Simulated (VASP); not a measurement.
# MgO in VASP: a series of runs

The runs below take MgO through single point, with PBE.

Everything below comes from runs of VASP 6.6.1. Logs are shortened: lines on timing, memory, paths and dates and some standing lists are left out, and cuts for length are marked.

**1. The cell of the first run**

The structure is cubic, space group Fm-3m (No. 225). The conventional cell has a = 4.254 Å, b = 4.254 Å, c = 4.254 Å, α = 90.00°, β = 90.00°, γ = 90.00°. Within 2.8 Å of Mg (site symmetry m-3m) lie 6 O at 2.13 Å. O (site symmetry m-3m) has 6 Mg at 2.13 Å within 2.8 Å.

**2. Single point, PBE**

Input file INCAR:

```
PREC     = Accurate       # precision mode
ENCUT    = 520            # plane-wave cutoff, eV
EDIFF    = 1E-6           # SCF threshold, eV
ISMEAR   = 0              # smearing method
SIGMA    = 0.02           # smearing width, eV
LREAL    = F              # projectors in reciprocal space
LASPH    = T              # aspherical terms in the spheres
NELM     = 100            # most SCF steps
ALGO     = Normal         # electronic algorithm
ISIF     = 2              # what is computed and relaxed
LWAVE    = F              # write WAVECAR
LCHARG   = F              # write CHGCAR
GGA      = PE             # functional
NBANDS   = 11             # bands
```

Input file KPOINTS:

```
Automatic mesh
0
Gamma
  10 10 10
```

Input file POSCAR:

```
MgO
1.0
    0.0000000000      2.1267948280      2.1267948280
    2.1267948280      0.0000000000      2.1267948280
    2.1267948280      2.1267948280      0.0000000000
Mg O
1 1
Direct
    0.0000000000      0.0000000000      0.0000000000
    0.5000000000      0.5000000000      0.5000000000
```

Potentials or basis: VASP PAW PBE potentials, release 64 (Mg, O).

Launch:

```sh
cat potpaw_PBE.64/Mg/POTCAR potpaw_PBE.64/O/POTCAR > POTCAR
mpirun -np 1 vasp_std > vasp.out
```

OUTCAR:

```text
PREC = Accurate
   ENCUT = 520
   EDIFF = 1E-6
   ISMEAR = 0
   LREAL = F
   LASPH = T
   NELM = 100
   ISIF = 2
   GGA = PE

 ion  position               nearest neighbor table
   1  0.000  0.000  0.000-   2 2.13   2 2.13   2 2.13   2 2.13   2 2.13   2 2.13
   2  0.500  0.500  0.500-   1 2.13   1 2.13   1 2.13   1 2.13   1 2.13   1 2.13

  LATTYP: Found a face centered cubic cell.
 ALAT       =     4.2535896560

  Lattice vectors:

 A1 = (   0.0000000000,   2.1267948280,   2.1267948280)
 A2 = (   2.1267948280,   0.0000000000,   2.1267948280)
 A3 = (   2.1267948280,   2.1267948280,   0.0000000000)

Analysis of symmetry for initial positions (statically):
=====================================================================
 Subroutine PRICEL returns:
 Original cell was already a primitive cell.

 Routine SETGRP: Setting up the symmetry group for a
 face centered cubic supercell.

 Subroutine GETGRP returns: Found 48 space group operations
 (whereof 48 operations were pure point group operations)
 out of a pool of 48 trial point group operations.

The static configuration has the point symmetry O_h .

Analysis of symmetry for dynamics (positions and initial velocities):
=====================================================================
 Subroutine PRICEL returns:
 Original cell was already a primitive cell.

 Routine SETGRP: Setting up the symmetry group for a
 face centered cubic supercell.

 Subroutine GETGRP returns: Found 48 space group operations
 (whereof 48 operations were pure point group operations)
 out of a pool of 48 trial point group operations.

The dynamic configuration has the point symmetry O_h .

 Subroutine INISYM returns: Found 48 space group operations
 (whereof 48 operations are pure point group operations),
 and found     1 'primitive' translations

----------------------------------------------------------------------------------------

                                     Primitive cell

  volume of cell :      19.2401

  direct lattice vectors                    reciprocal lattice vectors
     0.000000000  2.126794828  2.126794828    -0.235095550  0.235095550  0.235095550
     2.126794828  0.000000000  2.126794828     0.235095550 -0.235095550  0.235095550
     2.126794828  2.126794828  0.000000000     0.235095550  0.235095550 -0.235095550

  length of vectors
     3.007742090  3.007742090  3.007742090     0.407197437  0.407197437  0.407197437

  position of ions in fractional coordinates (direct lattice)
     0.000000000  0.000000000  0.000000000
     0.500000000  0.500000000  0.500000000

  ion indices of the primitive-cell ions
   primitive index   ion index
                 1           1
                 2           2

----------------------------------------------------------------------------------------

 KPOINTS: Automatic mesh

Automatic generation of k-mesh.
 Grid dimensions read from file:
 generate k-points for:   10   10   10

 Generating k-lattice:

  Cartesian coordinates                     Fractional coordinates (reciprocal lattice)
    -0.023509555  0.023509555  0.023509555     0.100000000  0.000000000  0.000000000
     0.023509555 -0.023509555  0.023509555     0.000000000  0.100000000  0.000000000
     0.023509555  0.023509555 -0.023509555     0.000000000  0.000000000  0.100000000

  Length of vectors
     0.040719744  0.040719744  0.040719744

  Shift w.r.t. Gamma in fractional coordinates (k-lattice)
     0.000000000  0.000000000  0.000000000

 Subroutine IBZKPT returns following result:
 ===========================================

 Found     47 irreducible k-points:

 Following reciprocal coordinates:
            Coordinates               Weight
  0.000000  0.000000  0.000000      1.000000
  0.100000  0.000000  0.000000      8.000000
  0.200000  0.000000  0.000000      8.000000
  0.300000  0.000000  0.000000      8.000000
  0.400000  0.000000  0.000000      8.000000
  0.500000  0.000000  0.000000      4.000000
[... 16 lines left out ...]
  0.300000  0.300000  0.000000      6.000000
  0.400000  0.300000  0.000000     24.000000
 [... further k-points ...]
   k-points           NKPTS =     47   k-points in BZ     NKDIM =     47   number of bands    NBANDS=     11
   number of dos      NEDOS =    301   number of ions     NIONS =      2
   total plane-waves  NPLWV =  13824
   dimension x,y,z NGX =    24 NGY =   24 NGZ =   24
   dimension x,y,z NGXF=    48 NGYF=   48 NGZF=   48
   ions per type =               1   1
   NGX,Y,Z   is equivalent  to a cutoff of  13.27, 13.27, 13.27 a.u.
   NGXF,Y,Z  is equivalent  to a cutoff of  26.53, 26.53, 26.53 a.u.
 SYSTEM =  unknown system
   PREC   = accura    normal or accurate (medium, high low for compatibility)
   ISTART =      0    job   : 0-new  1-cont  2-samecut
   ICHARG =      2    charge: 1-file 2-atom 10-const
   ISPIN  =      1    spin polarized calculation?
   LNONCOLLINEAR =      F non collinear calculations
   LSORBIT =      F    spin-orbit coupling
   LASPH  =      T    aspherical Exc in radial PAW
   ENCUT  =  520.0 eV  38.22 Ry    6.18 a.u.   5.59  5.59  5.59*2*pi/ulx,y,z
   NELM   =    100;   NELMIN=  2; NELMDL= -5     # of ELM steps
   EDIFF  = 0.1E-05   stopping-criterion for ELM
   LREAL  =      F    real-space projection
   EDIFFG = 0.1E-04   stopping-criterion for IOM
   NSW    =      0    number of steps for IOM
   IBRION =     -1    ionic relax: 0-MD 1-quasi-New 2-CG
   NFREE  =      0    steps in history (QN), initial steepest desc. (CG)
   ISIF   =      2    stress and relaxation
   ISYM   =      2    0-nonsym 1-usesym 2-fastsym
   POTIM  = 0.5000    time-step for ionic-motion
   TEBEG  =    0.0;   TEEND  =   0.0 temperature during run
   PSTRESS=    0.0 pullay stress
   NELECT =       8.0000    total number of electrons
   NUPDOWN=      -1.0000    fix difference up-down
   EMIN   =  10.00;   EMAX   =-10.00  energy-range for DOS
   EFERMI =   0.00;   METHOD = LEGACY
   ISMEAR =     0;   SIGMA  =   0.02  broadening in eV -4-tet -1-fermi 0-gaus
   EFERMI_NEDOS =   21; number of points for ismear=-14 and -15
   IALGO  =     38    algorithm
   IMIX   =      4    mixing-type and parameters
     AMIX     =   0.40;   BMIX     =  1.00
     AMIX_MAG =   1.60;   BMIX_MAG =  1.00
  volume/ion in A,a.u.               =       9.62        64.92
  Fermi-wavevector in a.u.,A,eV,Ry     =   1.221901  2.309057 20.314059  1.493041
  Thomas-Fermi vector in A             =   2.357067
   LORBIT       =      0    0 simple, 1 ext, 2 COOP (PROOUT), +10 PAW based schemes
   GGA     = PE    functional components
   LHFCALC =     F    Hartree Fock is set to
   AEXX    =    0.0000 exact exchange contribution
   IVDW    =     0    specifies the selected vdW correction
   LEPSILON=     F    determine dielectric tensor
   LRPA    =     F    only Hartree local field effects (RPA)
 non-spin polarized calculation
 Gauss-broadening in eV      SIGMA  =   0.02
  energy-cutoff  :      520.00
  volume of cell :       19.24
 maximum number of plane-waves:       534
 NGX is ok and might be reduce to    24
   NGX = 11   NGY = 11   NGZ = 11

 number of electron       8.0000004 magnetization

 Free energy of the ion-electron system (eV)
  ---------------------------------------------------
  ext. energy  EPLUGINS =         0.00000000
  ---------------------------------------------------
  free energy    TOTEN  =       -11.91169414 eV

  energy without entropy =      -11.91169414  energy(sigma->0) =      -11.91169414

 E-fermi :   3.1563     XC(G=0): -10.9401

 val. band max:        2.9696365747   @ k =   0.0000   0.0000   0.0000
 cond. band min:       7.4148596600   @ k =   0.0000   0.0000   0.0000
 fundamental gap:      4.4452230853
 Fermi energy:         3.1563120881

 k-point     1 :       0.0000    0.0000    0.0000
  band No.  band energies     occupation
      1     -14.1456      2.00000
      2       2.9696      2.00000
      3       2.9696      2.00000
      4       2.9696      2.00000
      5       7.4149      0.00000
      6      18.6022      0.00000
      7      18.6022      0.00000
      8      18.6022      0.00000
      9      22.4421      0.00000
     10      24.1825      0.00000
     11      24.1825      0.00000

 k-point     2 :       0.1000    0.0000    0.0000
  band No.  band energies     occupation
      1     -14.0453      2.00000
      2       2.3231      2.00000
      3       2.9055      2.00000
      4       2.9055      2.00000
      5       8.0470      0.00000
      6      17.3607      0.00000
      7      18.8309      0.00000
      8      18.8309      0.00000
      9      23.4107      0.00000
     10      23.4107      0.00000
     11      24.0417      0.00000

 k-point     3 :       0.2000    0.0000    0.0000
  band No.  band energies     occupation
      1     -13.7697      2.00000
      2       1.0314      2.00000
      3       2.7430      2.00000
      4       2.7430      2.00000
      5       9.2461      0.00000
      6      15.8401      0.00000
      7      19.2768      0.00000
      8      19.2768      0.00000
      9      22.7122      0.00000
     10      22.7122      0.00000
     11      24.7626      0.00000

 k-point     4 :       0.3000    0.0000    0.0000
  band No.  band energies     occupation
      1     -13.3993      2.00000
      2      -0.2481      2.00000
      3       2.5516      2.00000
      4       2.5516      2.00000
      5      10.2097      0.00000
      6      15.0983      0.00000
      7      19.3389      0.00000
      8      19.3389      0.00000
      9      23.1652      0.00000
     10      23.1652      0.00000
     11      24.1426      0.00000
[... 239 lines left out ...]
 k-point    22 :      -0.2000    0.2000    0.0000
  band No.  band energies     occupation
      1     -13.2890      2.00000
      2      -0.0571      2.00000
      3       1.6802      2.00000
      4       2.5503      2.00000
      5      11.1321      0.00000
      6      14.7142      0.00000
      7      17.7478      0.00000
      8      20.4085      0.00000
      9      21.2268      0.00000
     10      23.9873      0.00000
     11      27.2873      0.00000

 k-point    23 :       0.3000    0.3000    0.0000
  band No.  band energies     occupation
      1     -13.2066      2.00000
      2      -0.1043      2.00000
      3       2.0626      2.00000
      4       2.0626      2.00000
      5      11.5152      0.00000
      6      13.3407      0.00000
      7      17.0766      0.00000
      8      20.5498      0.00000
      9      20.5498      0.00000
     10      26.7837      0.00000
     11      29.7515      0.00000

 k-point    24 :       0.4000    0.3000    0.0000
  band No.  band energies     occupation
      1     -12.9737      2.00000
      2      -0.5105      2.00000
      3       1.7089      2.00000
      4       1.9202      2.00000
      5      12.2543      0.00000
      6      13.0537      0.00000
      7      16.2602      0.00000
      8      20.7631      0.00000
      9      20.9647      0.00000
     10      27.4955      0.00000
     11      29.3613      0.00000

 [... further k-points ...]

------------------------ aborting loop because EDIFF is reached ----------------------------------------

  FORCE on cell =-STRESS in cart. coord.  units (eV):
  Direction    XX          YY          ZZ          XY          YZ          ZX
  --------------------------------------------------------------------------------------
  -------------------------------------------------------------------------------------
  Total       -0.0872748     -0.0872748     -0.0872748      0.0000000      0.0000000      0.0000000
  in kB       -7.2676288     -7.2676288     -7.2676288      0.0000000      0.0000000      0.0000000
  external PRESSURE =      -7.2676288 kB  Pullay stress =       0.0000000 kB

 VOLUME and BASIS-vectors are now :
 -----------------------------------------------------------------------------
  energy-cutoff  :      520.00
  volume of cell :       19.24
      direct lattice vectors                 reciprocal lattice vectors
     0.000000000  2.126794828  2.126794828    -0.235095550  0.235095550  0.235095550
     2.126794828  0.000000000  2.126794828     0.235095550 -0.235095550  0.235095550
     2.126794828  2.126794828  0.000000000     0.235095550  0.235095550 -0.235095550

 POSITION                                       TOTAL-FORCE (eV/Angst)
 -----------------------------------------------------------------------------------
      0.00000      0.00000      0.00000        -0.000000      0.000000     -0.000000
      2.12679      2.12679      2.12679         0.000000     -0.000000      0.000000
 -----------------------------------------------------------------------------------
    total drift:                               -0.000000     -0.000000      0.000000

  FREE ENERGIE OF THE ION-ELECTRON SYSTEM (eV)
  ---------------------------------------------------
  free  energy   TOTEN  =       -11.9116941450 eV

  energy  without entropy=      -11.9116941450  energy(sigma->0) =      -11.91169414
```

It took 9 s on 1 thread of Intel Xeon Platinum 8259CL at 2.50GHz (Skylake/Cascade Lake), shared host; peak memory 0.14 GiB.

Results:

```yaml
Free_energy: -11.9117 eV
Pressure: -0.7 GPa
Band_gap_on_the_k_mesh: 4.45 eV
```

Levels at points of the mesh, in eV from the valence-band top:
```
           k point  band 1  band 2  band 3  band 4  band 5  band 6  band 7  band 8
(0.00, 0.00, 0.00)  -17.12    0.00    0.00    0.00    4.45   15.63   15.63   15.63
(0.50, 0.00, 0.00)  -15.90   -4.49   -0.62   -0.62    7.71   12.27   16.01   16.01
(0.50, 0.50, 0.00)  -15.66   -3.96   -1.31   -1.31    9.08    9.65   12.79   18.53
```

[end of part 1 of 2]
